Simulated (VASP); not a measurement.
# Si2Ni (Fm-3m) in VASP: a series of runs

Si2Ni is run at these levels: PBE; tasks: single point.

Program: VASP 6.6.1. These are calculated values, not measurements. Logs are shortened: lines on timing, memory, paths and dates and some standing lists are left out, and cuts for length are marked.

## Step 1: The cell of the first run

It takes space group Fm-3m (No. 225, cubic). The conventional cell has a = 5.406 Å, b = 5.406 Å, c = 5.406 Å, α = 90.00°, β = 90.00°, γ = 90.00°. Within 3.1 Å of Si (site symmetry -43m) lie 4 Ni at 2.34 Å and 6 Si at 2.70 Å. Within 3.1 Å of Ni (site symmetry m-3m) lie 8 Si at 2.34 Å.

## Step 2: Single point, PBE, collinear spin, ferromagnetic start

Input file INCAR:

```
ALGO = Normal
EDIFF = 1E-6
ENCUT = 520
GGA = PE
ISIF = 2
ISMEAR = -1
ISPIN = 2
LASPH = True
LCHARG = False
LMAXMIX = 4
LORBIT = 11
LREAL = False
LWAVE = False
MAGMOM = 0 0 2
NBANDS = 20
NELM = 150
PREC = Accurate
SIGMA = 0.05
```

Input file KPOINTS:

```
k-points
0
Gamma
  9 9 9
```

Input file POSCAR:

```
Si2Ni
1.0
    0.0000000000      2.7030000000      2.7030000000
    2.7030000000      0.0000000000      2.7030000000
    2.7030000000      2.7030000000      0.0000000000
Si Ni
2 1
Direct
    0.2500000000      0.2500000000      0.2500000000
    0.7500000000      0.7500000000      0.7500000000
    0.0000000000      0.0000000000      0.0000000000
```

Potentials or basis: VASP PAW PBE potentials, release 64 (Si, Ni).

Run with:

```bash
> cat potpaw_PBE.64/Si/POTCAR potpaw_PBE.64/Ni/POTCAR > POTCAR
> mpirun -np 1 vasp_std > vasp.out
```

OUTCAR:

```text
EDIFF = 1E-6
   ENCUT = 520
   GGA = PE
   ISIF = 2
   ISMEAR = -1
   ISPIN = 2
   LASPH = True
   LORBIT = 11
   LREAL = False
   NELM = 150
   PREC = Accurate

 ion  position               nearest neighbor table
   1  0.250  0.250  0.250-   3 2.34   3 2.34   3 2.34   3 2.34   2 2.70   2 2.70   2 2.70   2 2.70
                             2 2.70   2 2.70
   2  0.750  0.750  0.750-   3 2.34   3 2.34   3 2.34   3 2.34   1 2.70   1 2.70   1 2.70   1 2.70
                             1 2.70   1 2.70
   3  0.000  0.000  0.000-   2 2.34   1 2.34   2 2.34   1 2.34   2 2.34   2 2.34   1 2.34   1 2.34

  LATTYP: Found a face centered cubic cell.
 ALAT       =     5.4060000000

  Lattice vectors:

 A1 = (   0.0000000000,   2.7030000000,   2.7030000000)
 A2 = (   2.7030000000,   0.0000000000,   2.7030000000)
 A3 = (   2.7030000000,   2.7030000000,   0.0000000000)

Analysis of symmetry for initial positions (statically):
=====================================================================
 Subroutine PRICEL returns:
 Original cell was already a primitive cell.

 Routine SETGRP: Setting up the symmetry group for a
 face centered cubic supercell.

 Subroutine GETGRP returns: Found 48 space group operations
 (whereof 48 operations were pure point group operations)
 out of a pool of 48 trial point group operations.

The static configuration has the point symmetry O_h .

Analysis of symmetry for dynamics (positions and initial velocities):
=====================================================================
 Subroutine PRICEL returns:
 Original cell was already a primitive cell.

 Routine SETGRP: Setting up the symmetry group for a
 face centered cubic supercell.

 Subroutine GETGRP returns: Found 48 space group operations
 (whereof 48 operations were pure point group operations)
 out of a pool of 48 trial point group operations.

The dynamic configuration has the point symmetry O_h .

Analysis of structural, dynamic, and magnetic symmetry:
=====================================================================
 Subroutine PRICEL returns:
 Original cell was already a primitive cell.

 Routine SETGRP: Setting up the symmetry group for a
 face centered cubic supercell.

 Subroutine GETGRP returns: Found 48 space group operations
 (whereof 48 operations were pure point group operations)
 out of a pool of 48 trial point group operations.

The overall configuration has the point symmetry O_h .

 Subroutine INISYM returns: Found 48 space group operations
 (whereof 48 operations are pure point group operations),
 and found     1 'primitive' translations

----------------------------------------------------------------------------------------

                                     Primitive cell

  volume of cell :      39.4974

  direct lattice vectors                    reciprocal lattice vectors
     0.000000000  2.703000000  2.703000000    -0.184979652  0.184979652  0.184979652
     2.703000000  0.000000000  2.703000000     0.184979652 -0.184979652  0.184979652
     2.703000000  2.703000000  0.000000000     0.184979652  0.184979652 -0.184979652

  length of vectors
     3.822619259  3.822619259  3.822619259     0.320394156  0.320394156  0.320394156

  position of ions in fractional coordinates (direct lattice)
     0.250000000  0.250000000  0.250000000
     0.750000000  0.750000000  0.750000000
     0.000000000  0.000000000  0.000000000

  ion indices of the primitive-cell ions
   primitive index   ion index
                 1           1
                 2           2
                 3           3

----------------------------------------------------------------------------------------

 KPOINTS: k-points

Automatic generation of k-mesh.
 Grid dimensions read from file:
 generate k-points for:    9    9    9

 Generating k-lattice:

  Cartesian coordinates                     Fractional coordinates (reciprocal lattice)
    -0.020553295  0.020553295  0.020553295     0.111111111  0.000000000  0.000000000
     0.020553295 -0.020553295  0.020553295     0.000000000  0.111111111  0.000000000
     0.020553295  0.020553295 -0.020553295     0.000000000  0.000000000  0.111111111

  Length of vectors
     0.035599351  0.035599351  0.035599351

  Shift w.r.t. Gamma in fractional coordinates (k-lattice)
     0.000000000  0.000000000  0.000000000

 Subroutine IBZKPT returns following result:
 ===========================================

 Found     35 irreducible k-points:

 Following reciprocal coordinates:
            Coordinates               Weight
  0.000000  0.000000  0.000000      1.000000
  0.111111  0.000000  0.000000      8.000000
  0.222222  0.000000  0.000000      8.000000
  0.333333  0.000000  0.000000      8.000000
  0.444444  0.000000  0.000000      8.000000
  0.111111  0.111111  0.000000      6.000000
[... 16 lines left out ...]
 -0.333333  0.333333  0.000000     12.000000
  0.444444  0.444444  0.000000      6.000000
 [... further k-points ...]
   k-points           NKPTS =     35   k-points in BZ     NKDIM =     35   number of bands    NBANDS=     20
   number of dos      NEDOS =    301   number of ions     NIONS =      3
   total plane-waves  NPLWV =  21952
   dimension x,y,z NGX =    28 NGY =   28 NGZ =   28
   dimension x,y,z NGXF=    56 NGYF=   56 NGZF=   56
   ions per type =               2   1
   NGX,Y,Z   is equivalent  to a cutoff of  12.18, 12.18, 12.18 a.u.
   NGXF,Y,Z  is equivalent  to a cutoff of  24.35, 24.35, 24.35 a.u.
 SYSTEM =  unknown system
   PREC   = accura    normal or accurate (medium, high low for compatibility)
   ISTART =      0    job   : 0-new  1-cont  2-samecut
   ICHARG =      2    charge: 1-file 2-atom 10-const
   ISPIN  =      2    spin polarized calculation?
   LNONCOLLINEAR =      F non collinear calculations
   LSORBIT =      F    spin-orbit coupling
   LASPH  =      T    aspherical Exc in radial PAW
   ENCUT  =  520.0 eV  38.22 Ry    6.18 a.u.   7.11  7.11  7.11*2*pi/ulx,y,z
   NELM   =    150;   NELMIN=  2; NELMDL= -5     # of ELM steps
   EDIFF  = 0.1E-05   stopping-criterion for ELM
   LREAL  =      F    real-space projection
   EDIFFG = 0.1E-04   stopping-criterion for IOM
   NSW    =      0    number of steps for IOM
   IBRION =     -1    ionic relax: 0-MD 1-quasi-New 2-CG
   NFREE  =      0    steps in history (QN), initial steepest desc. (CG)
   ISIF   =      2    stress and relaxation
   ISYM   =      2    0-nonsym 1-usesym 2-fastsym
   POTIM  = 0.5000    time-step for ionic-motion
   TEBEG  =    0.0;   TEEND  =   0.0 temperature during run
   PSTRESS=    0.0 pullay stress
   NELECT =      18.0000    total number of electrons
   NUPDOWN=      -1.0000    fix difference up-down
   EMIN   =  10.00;   EMAX   =-10.00  energy-range for DOS
   EFERMI =   0.00;   METHOD = LEGACY
   ISMEAR =    -1;   SIGMA  =   0.05  broadening in eV -4-tet -1-fermi 0-gaus
   EFERMI_NEDOS =   21; number of points for ismear=-14 and -15
   IALGO  =     38    algorithm
   IMIX   =      4    mixing-type and parameters
     AMIX     =   0.40;   BMIX     =  1.00
     AMIX_MAG =   1.60;   BMIX_MAG =  1.00
  volume/ion in A,a.u.               =      13.17        88.85
  Fermi-wavevector in a.u.,A,eV,Ry     =   1.259823  2.380721 21.594550  1.587155
  Thomas-Fermi vector in A             =   2.393364
   LORBIT       =     11    0 simple, 1 ext, 2 COOP (PROOUT), +10 PAW based schemes
   GGA     = PE    functional components
   LHFCALC =     F    Hartree Fock is set to
   AEXX    =    0.0000 exact exchange contribution
   IVDW    =     0    specifies the selected vdW correction
   LEPSILON=     F    determine dielectric tensor
   LRPA    =     F    only Hartree local field effects (RPA)
 spin polarized calculation
  energy-cutoff  :      520.00
  volume of cell :       39.50
 maximum number of plane-waves:      1073
   NGX = 15   NGY = 15   NGZ = 15

 number of electron      17.9999999 magnetization       0.0002852

 number of electron      17.9999999 magnetization      -0.0000529

 Free energy of the ion-electron system (eV)
  ---------------------------------------------------
  ext. energy  EPLUGINS =         0.00000000
  ---------------------------------------------------
  free energy    TOTEN  =       -17.36425311 eV

  energy without entropy =      -17.35672665  energy(sigma->0) =      -17.36048988

 E-fermi :  10.4731     XC(G=0): -11.5865

 val. band max:       10.4115815556   @ k =   0.3333   0.2222   0.0000
 cond. band min:      10.5309464194   @ k =   0.1111   0.1111   0.0000
 fundamental gap:      0.1193648638
 Fermi energy:        10.4731365168

 spin component 1

 k-point     1 :       0.0000    0.0000    0.0000
  band No.  band energies     occupation
      1      -3.3984      1.00000
      2       5.2535      1.00000
      3       5.2535      1.00000
      4       5.2535      1.00000
      5       6.9459      1.00000
      6       6.9459      1.00000
[... 12 lines left out ...]
     19      19.6250      0.00000
[... 513 lines left out ...]
      4       5.8525      1.00000
      5       5.8525      1.00000
      6       6.9969      1.00000
[... 12 lines left out ...]
     19      24.2222      0.00000
     20      24.2222      0.00000

 [... further k-points ...]

 spin component 2

 k-point     1 :       0.0000    0.0000    0.0000
  band No.  band energies     occupation
      1      -3.3985      1.00000
      2       5.2535      1.00000
      3       5.2535      1.00000
      4       5.2535      1.00000
      5       6.9460      1.00000
      6       6.9460      1.00000
[... 12 lines left out ...]
     19      19.6249      0.00000
[... 513 lines left out ...]
      4       5.8524      1.00000
      5       5.8524      1.00000
      6       6.9970      1.00000
[... 12 lines left out ...]
     19      24.2221      0.00000
     20      24.2221      0.00000

 [... further k-points ...]

------------------------ aborting loop because EDIFF is reached ----------------------------------------

  FORCE on cell =-STRESS in cart. coord.  units (eV):
  Direction    XX          YY          ZZ          XY          YZ          ZX
  --------------------------------------------------------------------------------------
  -------------------------------------------------------------------------------------
  Total        0.9231892      0.9231892      0.9231892     -0.0000000     -0.0000000      0.0000000
  in kB       37.4483920     37.4483920     37.4483920     -0.0000000     -0.0000000      0.0000000
  external PRESSURE =      37.4483920 kB  Pullay stress =       0.0000000 kB

 VOLUME and BASIS-vectors are now :
 -----------------------------------------------------------------------------
  energy-cutoff  :      520.00
  volume of cell :       39.50
      direct lattice vectors                 reciprocal lattice vectors
     0.000000000  2.703000000  2.703000000    -0.184979652  0.184979652  0.184979652
     2.703000000  0.000000000  2.703000000     0.184979652 -0.184979652  0.184979652
     2.703000000  2.703000000  0.000000000     0.184979652  0.184979652 -0.184979652

 POSITION                                       TOTAL-FORCE (eV/Angst)
 -----------------------------------------------------------------------------------
      1.35150      1.35150      1.35150         0.000000      0.000000      0.000000
      4.05450      4.05450      4.05450        -0.000000     -0.000000     -0.000000
      0.00000      0.00000      0.00000        -0.000000      0.000000     -0.000000
 -----------------------------------------------------------------------------------
    total drift:                               -0.000000     -0.000000      0.000000

  FREE ENERGIE OF THE ION-ELECTRON SYSTEM (eV)
  ---------------------------------------------------
  free  energy   TOTEN  =       -17.3642531134 eV

  energy  without entropy=      -17.3567266545  energy(sigma->0) =      -17.36048988

 total charge

# of ion       s       p       d       tot
------------------------------------------
    1        0.746   0.842   0.000   1.588
    2        0.746   0.842   0.000   1.588
    3        0.560   0.796   8.451   9.808
--------------------------------------------------
tot          2.051   2.481   8.451  12.984

 magnetization (x)

# of ion       s       p       d       tot
------------------------------------------
    1       -0.000  -0.000   0.000  -0.000
    2       -0.000  -0.000   0.000  -0.000
    3       -0.000  -0.000   0.000   0.000
--------------------------------------------------
tot         -0.000  -0.000   0.000   0.000
```

It took 34 s on 1 thread of AMD EPYC 9R14 (Zen 4), shared host; peak memory 0.16 GiB.

What came out:

| Quantity | Value |
| --- | --- |
| Free energy | -17.3643 eV |
| Pressure | 3.7 GPa |
| Band gap on the k mesh | zero (filled and empty bands overlap) |
| Net moment | 0.00 μB per cell |
| Valence electrons inside the program's atomic spheres | Si 1.59; Ni 9.81 |

Caveat: the starting moments collapsed, and a magnetic state may lie lower.

(Continued in part 2 of 2.)
